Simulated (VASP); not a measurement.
A run of VASP 6.6.1 is set up as follows.

File INCAR:

```
PREC = Accurate
ENCUT = 520
EDIFF = 1E-6
ISMEAR = 0
SIGMA = 0.1
LREAL = False
LASPH = True
NELM = 80
ALGO = Normal
ISIF = 2
LWAVE = False
LCHARG = False
GGA = PE
NBANDS = 18
```

The input KPOINTS:

```
Automatic mesh
0
Gamma
  6 6 6
```

File POSCAR:

```
Be2H3
1.0
    1.9263639515      1.1121867460      4.9355436889
   -1.9263639515      1.1121867460      4.9355436889
    0.0000000000     -2.2243734920      4.9355436889
Be H
4 6
Direct
    0.8189861386      0.8189861386      0.8189861386
    0.6810138614      0.6810138614      0.6810138614
    0.1810138614      0.1810138614      0.1810138614
    0.3189861386      0.3189861386      0.3189861386
    0.0647642447      0.4352357553      0.7500000000
    0.7500000000      0.0647642447      0.4352357553
    0.4352357553      0.7500000000      0.0647642447
    0.9352357553      0.5647642447      0.2500000000
    0.2500000000      0.9352357553      0.5647642447
    0.5647642447      0.2500000000      0.9352357553
```

Potentials or basis: VASP PAW PBE potentials, release 64 (Be, H).

The run is started by

```console
$ cat potpaw_PBE.64/Be/POTCAR potpaw_PBE.64/H/POTCAR > POTCAR
$ mpirun -np 1 vasp_std > vasp.out
```

**Question.** What does it give for the largest force?

**Answer.** 0.014 eV/Å.

**Question.** Estimate the pressure.

**Answer.** 0.0 GPa.

**Question.** What does it give for the band gap on the k mesh?

**Answer.** Zero (bands 7 and 8 overlap by 1.69 eV).

Stress tensor (GPa, compression positive):
```
-0.08  0.00  0.00
 0.00 -0.08  0.00
 0.00  0.00  0.04
```
